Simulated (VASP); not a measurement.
Set up this calculation in VASP 6.6.1, as the native input.

```
Task                   : single point
Functional             : BLYP
Potentials or basis    : VASP PAW PBE potentials, release 64 (Sb)
Cutoff                 : 520 eV
k mesh                 : 7 × 7 × 10
Occupations            : fermi-dirac, width 0.1 eV
Spin                   : no spin polarisation
Dipole correction      : no
Further INCAR settings : ALGO = Normal; EDIFF = 1e-07; NBANDS = 14
```

The structure of Sb lies in POSCAR:

```
Sb
1.0
    5.6336939872      0.0000000000      0.0000000000
   -2.8168469936      4.8789221101      0.0000000000
    0.0000000000      0.0000000000      3.3292563880
Sb
3
Direct
    0.0000000000      0.0000000000      1.0000000000
    0.3333333333      0.6666666667      0.5000000000
    0.6666666667      0.3333333333      0.5000000000
```

These files were run (other wordings do the same):

INCAR

```
AGGAC    = 1.0          
AGGAX    = 1.0          
ALDAC    = 0.0          
ALDAX    = 1.0          
ALGO     = Normal         # electronic algorithm
EDIFF    = 1E-7           # SCF threshold, eV
ENCUT    = 520            # plane-wave cutoff, eV
GGA      = B5             # functional
ISIF     = 2              # what is computed and relaxed
ISMEAR   = -1             # smearing method
LASPH    = True           # aspherical terms in the spheres
LCHARG   = True           # write CHGCAR
LELF     = True           # ELF
LREAL    = False          # projectors in reciprocal space
LVHAR    = True         
LWAVE    = False          # write WAVECAR
NBANDS   = 14             # bands
NELM     = 60             # most SCF steps
PREC     = Accurate       # precision mode
SIGMA    = 0.1            # smearing width, eV
```

KPOINTS

```
k-points
0
Gamma
  7 7 10
```

Potentials or basis: VASP PAW PBE potentials, release 64 (Sb).

The run is started by

```console
$ cat potpaw_PBE.64/Sb/POTCAR > POTCAR
$ mpirun -np 1 vasp_std > vasp.out
```

Results of the run:

```json
{
  "Pressure": "0.1 GPa"
}
```

Caveat: the PAW data sets were made with another functional, which shifts forces and pressure a little.

It took 69 s on 1 thread of AMD EPYC 7R13 Processor (Zen 3) (shared host), peak memory 0.19 GiB.
